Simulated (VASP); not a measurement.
A run of VASP 6.6.1 is set up as follows.

INCAR

```
SYSTEM = SiO2
PREC = Accurate
ENCUT = 520
EDIFF = 1E-6
ISMEAR = 0
SIGMA = 0.05
LREAL = .False.
LASPH = .True.
NELM = 100
ALGO = Normal
ISIF = 2
LWAVE = .False.
LCHARG = .False.
GGA = PE
NBANDS = 25
```

File KPOINTS:

```
regular mesh
0
Gamma
  6 6 8
  0 0 0
```

The input POSCAR:

```
SiO2
1.0
    4.2358788266      0.0000000000      0.0000000000
    0.0000000000      3.9393673087      0.0000000000
    0.0000000000      0.0000000000      2.6897743046
Si O
2 4
Direct
    0.5000000000      0.5000000000      0.5000000000
    0.0000000000      0.0000000000      0.0000000000
    0.6930127927      0.6930127927      0.0000000000
    0.1930127927      0.8069872073      0.5000000000
    0.3069872073      0.3069872073      0.0000000000
    0.8069872073      0.1930127927      0.5000000000
```

Potentials or basis: VASP PAW PBE potentials, release 64 (Si, O).

Launch:

```console
$ cat potpaw_PBE.64/Si/POTCAR potpaw_PBE.64/O/POTCAR > POTCAR
$ mpirun -np 1 vasp_std > vasp.out
```

(1) What does it give for the band gap on the k mesh?

(2) Predict the pressure.

(3) What does it give for the largest force?

Results:

(1) 6.09 eV.

(2) 23.9 GPa.

(3) 0.679 eV/Å.

Caveat: the cell differs from its parent crystal (atoms displaced along a vibrational mode, the cell strained); the cell stands under pressure.
